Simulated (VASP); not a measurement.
# LiCl (Fm-3m) in VASP: settings compared

The runs below take LiCl through single point, with PBE, RPBE, BLYP, LDA.

Everything below comes from runs of VASP 6.6.1. Logs are shortened: lines on timing, memory, paths and dates and some standing lists are left out, and cuts for length are marked.

## 1. The cell of the first run

Symmetry: Fm-3m, No. 225, cubic system. Conventional cell: a = 5.130 Å, b = 5.130 Å, c = 5.130 Å, α = 90.00°, β = 90.00°, γ = 90.00°. Within 3.4 Å of Cl (site symmetry m-3m) lie 6 Li at 2.56 Å. Within 3.4 Å of Li (site symmetry m-3m) lie 6 Cl at 2.56 Å.

## 2. Single point, PBE

Contents of INCAR:

```
SYSTEM = LiCl
ALGO     = Normal         ! electronic algorithm
EDIFF    = 1E-6           ! SCF threshold, eV
ENCUT    = 520            ! plane-wave cutoff, eV
GGA      = PE             ! functional
ISIF     = 2              ! what is computed and relaxed
ISMEAR   = 0              ! smearing method
LASPH    = .True.         ! aspherical terms in the spheres
LCHARG   = .True.         ! write CHGCAR
LELF     = .True.         ! ELF
LREAL    = .False.        ! projectors in reciprocal space
LVHAR    = .True.       
LWAVE    = .False.        ! write WAVECAR
NBANDS   = 12             ! bands
NELM     = 80             ! most SCF steps
PREC     = Accurate       ! precision mode
SIGMA    = 0.011          ! smearing width, eV
```

Contents of KPOINTS:

```
k-points
0
Gamma
  9 9 9
  0 0 0
```

Contents of POSCAR:

```
LiCl
1.0
    0.0000000000      2.5647700000      2.5647700000
    2.5647700000      0.0000000000      2.5647700000
    2.5647700000      2.5647700000      0.0000000000
Cl Li
1 1
Direct
    0.5000000000      0.5000000000      0.5000000000
    0.0000000000      0.0000000000      0.0000000000
```

Potentials or basis: VASP PAW PBE potentials, release 64 (Cl, Li_sv).

Command:

```console
$ cat potpaw_PBE.64/Cl/POTCAR potpaw_PBE.64/Li_sv/POTCAR > POTCAR
$ mpirun -np 1 vasp_std > vasp.out
```

OUTCAR:

```text
SYSTEM = LiCl
   EDIFF = 1E-6
   ENCUT = 520
   GGA = PE
   ISIF = 2
   ISMEAR = 0
   LASPH = .True.
   LREAL = .False.
   NELM = 80
   PREC = Accurate

 ion  position               nearest neighbor table
   1  0.500  0.500  0.500-   2 2.56   2 2.56   2 2.56   2 2.56   2 2.56   2 2.56
   2  0.000  0.000  0.000-   1 2.56   1 2.56   1 2.56   1 2.56   1 2.56   1 2.56

  LATTYP: Found a face centered cubic cell.
 ALAT       =     5.1295400000

  Lattice vectors:

 A1 = (   0.0000000000,   2.5647700000,   2.5647700000)
 A2 = (   2.5647700000,   0.0000000000,   2.5647700000)
 A3 = (   2.5647700000,   2.5647700000,   0.0000000000)

Analysis of symmetry for initial positions (statically):
=====================================================================
 Subroutine PRICEL returns:
 Original cell was already a primitive cell.

 Routine SETGRP: Setting up the symmetry group for a
 face centered cubic supercell.

 Subroutine GETGRP returns: Found 48 space group operations
 (whereof 48 operations were pure point group operations)
 out of a pool of 48 trial point group operations.

The static configuration has the point symmetry O_h .

Analysis of symmetry for dynamics (positions and initial velocities):
=====================================================================
 Subroutine PRICEL returns:
 Original cell was already a primitive cell.

 Routine SETGRP: Setting up the symmetry group for a
 face centered cubic supercell.

 Subroutine GETGRP returns: Found 48 space group operations
 (whereof 48 operations were pure point group operations)
 out of a pool of 48 trial point group operations.

The dynamic configuration has the point symmetry O_h .

 Subroutine INISYM returns: Found 48 space group operations
 (whereof 48 operations are pure point group operations),
 and found     1 'primitive' translations

----------------------------------------------------------------------------------------

                                     Primitive cell

  volume of cell :      33.7423

  direct lattice vectors                    reciprocal lattice vectors
     0.000000000  2.564770000  2.564770000    -0.194949255  0.194949255  0.194949255
     2.564770000  0.000000000  2.564770000     0.194949255 -0.194949255  0.194949255
     2.564770000  2.564770000  0.000000000     0.194949255  0.194949255 -0.194949255

  length of vectors
     3.627132518  3.627132518  3.627132518     0.337662014  0.337662014  0.337662014

  position of ions in fractional coordinates (direct lattice)
     0.500000000  0.500000000  0.500000000
     0.000000000  0.000000000  0.000000000

  ion indices of the primitive-cell ions
   primitive index   ion index
                 1           1
                 2           2

----------------------------------------------------------------------------------------

 KPOINTS: k-points

Automatic generation of k-mesh.
 Grid dimensions read from file:
 generate k-points for:    9    9    9

 Generating k-lattice:

  Cartesian coordinates                     Fractional coordinates (reciprocal lattice)
    -0.021661028  0.021661028  0.021661028     0.111111111  0.000000000  0.000000000
     0.021661028 -0.021661028  0.021661028     0.000000000  0.111111111  0.000000000
     0.021661028  0.021661028 -0.021661028     0.000000000  0.000000000  0.111111111

  Length of vectors
     0.037518002  0.037518002  0.037518002

  Shift w.r.t. Gamma in fractional coordinates (k-lattice)
     0.000000000  0.000000000  0.000000000

 Subroutine IBZKPT returns following result:
 ===========================================

 Found     35 irreducible k-points:

 Following reciprocal coordinates:
            Coordinates               Weight
  0.000000  0.000000  0.000000      1.000000
  0.111111  0.000000  0.000000      8.000000
  0.222222  0.000000  0.000000      8.000000
  0.333333  0.000000  0.000000      8.000000
  0.444444  0.000000  0.000000      8.000000
  0.111111  0.111111  0.000000      6.000000
[... 16 lines left out ...]
 -0.333333  0.333333  0.000000     12.000000
  0.444444  0.444444  0.000000      6.000000
 [... further k-points ...]
   k-points           NKPTS =     35   k-points in BZ     NKDIM =     35   number of bands    NBANDS=     12
   number of dos      NEDOS =    301   number of ions     NIONS =      2
   total plane-waves  NPLWV =  21952
   dimension x,y,z NGX =    28 NGY =   28 NGZ =   28
   dimension x,y,z NGXF=    56 NGYF=   56 NGZF=   56
   ions per type =               1   1
   NGX,Y,Z   is equivalent  to a cutoff of  12.83, 12.83, 12.83 a.u.
   NGXF,Y,Z  is equivalent  to a cutoff of  25.67, 25.67, 25.67 a.u.
 SYSTEM =  LiCl
   PREC   = accura    normal or accurate (medium, high low for compatibility)
   ISTART =      0    job   : 0-new  1-cont  2-samecut
   ICHARG =      2    charge: 1-file 2-atom 10-const
   ISPIN  =      1    spin polarized calculation?
   LNONCOLLINEAR =      F non collinear calculations
   LSORBIT =      F    spin-orbit coupling
   LASPH  =      T    aspherical Exc in radial PAW
   ENCUT  =  520.0 eV  38.22 Ry    6.18 a.u.   6.74  6.74  6.74*2*pi/ulx,y,z
   NELM   =     80;   NELMIN=  2; NELMDL= -5     # of ELM steps
   EDIFF  = 0.1E-05   stopping-criterion for ELM
   LREAL  =      F    real-space projection
   EDIFFG = 0.1E-04   stopping-criterion for IOM
   NSW    =      0    number of steps for IOM
   IBRION =     -1    ionic relax: 0-MD 1-quasi-New 2-CG
   NFREE  =      0    steps in history (QN), initial steepest desc. (CG)
   ISIF   =      2    stress and relaxation
   ISYM   =      2    0-nonsym 1-usesym 2-fastsym
   POTIM  = 0.5000    time-step for ionic-motion
   TEBEG  =    0.0;   TEEND  =   0.0 temperature during run
   PSTRESS=    0.0 pullay stress
   NELECT =      10.0000    total number of electrons
   NUPDOWN=      -1.0000    fix difference up-down
   EMIN   =  10.00;   EMAX   =-10.00  energy-range for DOS
   EFERMI =   0.00;   METHOD = LEGACY
   ISMEAR =     0;   SIGMA  =   0.01  broadening in eV -4-tet -1-fermi 0-gaus
   EFERMI_NEDOS =   21; number of points for ismear=-14 and -15
   IALGO  =     38    algorithm
   IMIX   =      4    mixing-type and parameters
     AMIX     =   0.40;   BMIX     =  1.00
     AMIX_MAG =   1.60;   BMIX_MAG =  1.00
  volume/ion in A,a.u.               =      16.87       113.85
  Fermi-wavevector in a.u.,A,eV,Ry     =   1.091482  2.062601 16.209056  1.191332
  Thomas-Fermi vector in A             =   2.227728
   LORBIT       =      0    0 simple, 1 ext, 2 COOP (PROOUT), +10 PAW based schemes
   GGA     = PE    functional components
   LHFCALC =     F    Hartree Fock is set to
   AEXX    =    0.0000 exact exchange contribution
   IVDW    =     0    specifies the selected vdW correction
   LEPSILON=     F    determine dielectric tensor
   LRPA    =     F    only Hartree local field effects (RPA)
 non-spin polarized calculation
 Gauss-broadening in eV      SIGMA  =   0.01
  energy-cutoff  :      520.00
  volume of cell :       33.74
 maximum number of plane-waves:       922
   NGX = 13   NGY = 13   NGZ = 13

 number of electron      10.0000005 magnetization

 Free energy of the ion-electron system (eV)
  ---------------------------------------------------
  ext. energy  EPLUGINS =         0.00000000
  ---------------------------------------------------
  free energy    TOTEN  =        -7.38575090 eV

  energy without entropy =       -7.38575090  energy(sigma->0) =       -7.38575090

 E-fermi :   0.6633     XC(G=0):  -8.7308

 val. band max:        0.5793941029   @ k =   0.0000   0.0000   0.0000
 cond. band min:       6.9203722922   @ k =   0.0000   0.0000   0.0000
 fundamental gap:      6.3409781893
 Fermi energy:         0.6632534371

 k-point     1 :       0.0000    0.0000    0.0000
  band No.  band energies     occupation
      1     -42.9431      2.00000
      2     -12.8172      2.00000
      3       0.5794      2.00000
      4       0.5794      2.00000
      5       0.5794      2.00000
      6       6.9204      0.00000
      7      12.5179      0.00000
      8      12.5179      0.00000
      9      12.5179      0.00000
     10      15.1081      0.00000
     11      15.1095      0.00000
     12      15.1507      0.00000

 k-point     2 :       0.1111    0.0000    0.0000
  band No.  band energies     occupation
      1     -42.9429      2.00000
      2     -12.7571      2.00000
      3       0.1538      2.00000
      4       0.5465      2.00000
      5       0.5465      2.00000
      6       7.3003      0.00000
      7      11.8397      0.00000
      8      12.4846      0.00000
      9      12.4846      0.00000
     10      13.7246      0.00000
     11      13.7246      0.00000
     12      15.5078      0.00000

 k-point     3 :       0.2222    0.0000    0.0000
  band No.  band energies     occupation
      1     -42.9421      2.00000
      2     -12.5980      2.00000
      3      -0.7599      2.00000
      4       0.4670      2.00000
      5       0.4670      2.00000
      6       7.7881      0.00000
      7      11.4498      0.00000
      8      11.5351      0.00000
      9      11.5352      0.00000
     10      14.2254      0.00000
     11      14.2254      0.00000
     12      16.0064      0.00000

 k-point     4 :       0.3333    0.0000    0.0000
  band No.  band energies     occupation
      1     -42.9411      2.00000
      2     -12.4035      2.00000
      3      -1.6401      2.00000
      4       0.3825      2.00000
      5       0.3825      2.00000
      6       7.6436      0.00000
      7      10.6214      0.00000
      8      10.6214      0.00000
      9      12.3004      0.00000
     10      15.6631      0.00000
     11      15.6631      0.00000
     12      16.5690      0.00000

 k-point     5 :       0.4444    0.0000    0.0000
  band No.  band energies     occupation
      1     -42.9405      2.00000
      2     -12.2675      2.00000
      3      -2.1624      2.00000
      4       0.3305      2.00000
      5       0.3305      2.00000
      6       7.3782      0.00000
      7      10.1408      0.00000
      8      10.1408      0.00000
      9      13.3746      0.00000
     10      17.2646      0.00000
     11      17.3257      0.00000
     12      17.3257      0.00000
[... 228 lines left out ...]
      1     -42.9401      2.00000
      2     -12.1125      2.00000
      3      -1.9549      2.00000
      4      -0.5462      2.00000
      5      -0.3535      2.00000
      6       8.7833      0.00000
      7       9.4437      0.00000
      8      11.7101      0.00000
      9      13.4248      0.00000
     10      14.4487      0.00000
     11      18.0071      0.00000
     12      19.4483      0.00000

 k-point    22 :      -0.4444    0.3333    0.0000
  band No.  band energies     occupation
      1     -42.9398      2.00000
      2     -12.0458      2.00000
      3      -1.9682      2.00000
      4      -1.0109      2.00000
      5      -0.2762      2.00000
      6       8.6845      0.00000
      7      10.2461      0.00000
      8      11.9176      0.00000
      9      12.5061      0.00000
     10      14.7043      0.00000
     11      18.0183      0.00000
     12      19.2472      0.00000

 k-point    23 :      -0.3333    0.3333    0.0000
  band No.  band energies     occupation
      1     -42.9398      2.00000
      2     -12.0737      2.00000
      3      -1.6002      2.00000
      4      -1.4487      2.00000
      5      -0.0669      2.00000
      6       8.7208      0.00000
      7      11.1712      0.00000
      8      11.5293      0.00000
      9      11.5892      0.00000
     10      15.1118      0.00000
     11      16.6694      0.00000
     12      18.9917      0.00000

 k-point    24 :       0.4444    0.4444    0.0000
  band No.  band energies     occupation
      1     -42.9398      2.00000
      2     -12.0333      2.00000
      3      -2.2292      2.00000
      4      -0.4920      2.00000
      5      -0.4920      2.00000
      6       8.5227      0.00000
      7       8.9362      0.00000
      8      12.7396      0.00000
      9      14.5460      0.00000
     10      14.5461      0.00000
     11      17.4935      0.00000
     12      19.3285      0.00000

 [... further k-points ...]

------------------------ aborting loop because EDIFF is reached ----------------------------------------

  FORCE on cell =-STRESS in cart. coord.  units (eV):
  Direction    XX          YY          ZZ          XY          YZ          ZX
  --------------------------------------------------------------------------------------
  -------------------------------------------------------------------------------------
  Total        0.0634016      0.0634016      0.0634016      0.0000000     -0.0000000      0.0000000
  in kB        3.0104797      3.0104797      3.0104797      0.0000000     -0.0000000      0.0000000
  external PRESSURE =       3.0104797 kB  Pullay stress =       0.0000000 kB

 VOLUME and BASIS-vectors are now :
 -----------------------------------------------------------------------------
  energy-cutoff  :      520.00
  volume of cell :       33.74
      direct lattice vectors                 reciprocal lattice vectors
     0.000000000  2.564770000  2.564770000    -0.194949255  0.194949255  0.194949255
     2.564770000  0.000000000  2.564770000     0.194949255 -0.194949255  0.194949255
     2.564770000  2.564770000  0.000000000     0.194949255  0.194949255 -0.194949255

 POSITION                                       TOTAL-FORCE (eV/Angst)
 -----------------------------------------------------------------------------------
      2.56477      2.56477      2.56477        -0.000000     -0.000000     -0.000000
      0.00000      0.00000      0.00000         0.000000      0.000000      0.000000
 -----------------------------------------------------------------------------------
    total drift:                                0.000000      0.000000      0.000000

  FREE ENERGIE OF THE ION-ELECTRON SYSTEM (eV)
  ---------------------------------------------------
  free  energy   TOTEN  =        -7.3857509020 eV

  energy  without entropy=       -7.3857509020  energy(sigma->0) =       -7.38575090
```

Run time: 6.2 s. Hardware: 1 thread of Intel Xeon 6975P-C (Granite Rapids), shared host; peak memory 0.15 GiB.

Results:

```
Free energy            : -7.3858 eV
Band gap on the k mesh : 6.34 eV, direct
```

Caveat: the cutoff is under 1.25 times the usual one of these potentials, so pressure, stress and relaxed cells hold a basis-set (Pulay) error. A k mesh can miss the band edges.

## 3. Single point, PBE

Contents of INCAR:

```
SYSTEM = LiCl
PREC = Accurate ; ENCUT = 520
EDIFF = 1E-7 ; ISMEAR = 0
SIGMA = 0.024 ; LREAL = .FALSE.
LASPH = .TRUE. ; NELM = 80
ALGO = Normal ; ISIF = 2
LWAVE = .FALSE. ; LCHARG = .FALSE.
GGA = PE ; NBANDS = 12
```

Contents of KPOINTS:

```
Automatic mesh
0
G
  9 9 9
  0 0 0
```

POSCAR is that of step 2.

Potentials or basis: VASP PAW PBE potentials, release 64 (Cl, Li_sv).

Command:

```console
$ cat potpaw_PBE.64/Cl/POTCAR potpaw_PBE.64/Li_sv/POTCAR > POTCAR
$ mpirun -np 1 vasp_std > vasp.out
```

It took 6.4 s on 1 thread of Intel Xeon 6975P-C (Granite Rapids), shared host; peak memory 0.15 GiB.

The run converged. Its results:

```
Free energy            : -7.3858 eV
Band gap on the k mesh : 6.34 eV, direct
```

Levels at points of the mesh, in eV from the valence-band top:
```tsv
k point	band 3	band 4	band 5	band 6	band 7	band 8
(0.00, 0.00, 0.00)	0.00	0.00	0.00	6.34	11.94	11.94
```

Caveat: the cutoff is under 1.25 times the usual one of these potentials, so pressure, stress and relaxed cells hold a basis-set (Pulay) error. A k mesh can miss the band edges.

(Part 1 of 2 ends here.)
